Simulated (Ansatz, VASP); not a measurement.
Sr: VASP beside Ansatz

```
Sr
1.0
    -2.23100    2.23100    2.23100
     2.23100   -2.23100    2.23100
     2.23100    2.23100   -2.23100
Sr
1
Direct
  0.00000 0.00000 0.00000
```

Change from the starting cell: strain -0.080 along x and y, -0.080 along z, atoms carried along.

Alike in both runs: task single point; functional PBE; k mesh 14 × 14 × 14; occupations gaussian, width 0.15 eV; no spin polarisation.

```csv
,VASP,Ansatz
version,VASP 6.6.1,Ansatz 0.2.0
potentials or method,"VASP PAW PBE potentials, release 64 (Sr_sv), cutoff 520 eV","scalar-relativistic, plane waves, PAW"
valence electrons in the cell,10,10
```

|  | VASP | Ansatz | Ansatz less VASP |
| --- | --- | --- | --- |
| gap on the k mesh at the Fermi level (eV) | none | none | - |
| pressure (GPa) | 3.2 | 3.2 | -0.02 |

A gap of «none» marks a metal or a gap that the smearing closes.
